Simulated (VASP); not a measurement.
Here is a VASP 6.6.1 calculation.

The input INCAR:

```
ALGO = Normal
EDIFF = 1E-8
ENCUT = 600
GGA = CA
GGA_COMPAT = False
IBRION = 6
ISIF = 3
ISMEAR = 0
LASPH = True
LCHARG = False
LREAL = False
LWAVE = False
NELM = 120
NFREE = 2
NSW = 1
POTIM = 0.015
PREC = Accurate
SIGMA = 0.01
```

KPOINTS

```
k-points
0
Gamma
  6 6 6
```

The input POSCAR:

```
CuI
1.0
    0.0000000000      2.9150277272      2.9150277272
    2.9150277272      0.0000000000      2.9150277272
    2.9150277272      2.9150277272      0.0000000000
Cu I
1 1
Direct
    0.7500000000      0.7500000000      0.7500000000
    0.0000000000      0.0000000000      0.0000000000
```

Potentials or basis: VASP PAW LDA potentials, release 64 (Cu, I).

The run is started by

```sh
$ cat potpaw_LDA.64/Cu/POTCAR potpaw_LDA.64/I/POTCAR > POTCAR
$ mpirun -np 1 vasp_std > vasp.out
```

Task: Predict the elastic constants C11, C12, C44.

Result: 75, 54, 26 GPa.

Task: Predict the Voigt bulk modulus.

Result: 61 GPa.

Task: What does it give for the highest phonon frequency at Γ, LO-TO splitting left out?

Result: 163 cm⁻¹.

Phonon frequencies in cm⁻¹ (negative: imaginary):
| q point | frequencies |
| --- | --- |
| (0.000, 0.000, 0.000) | 0 0 0 163 163 163 |

Caveat: the cell is under stress, which shifts elastic constants.
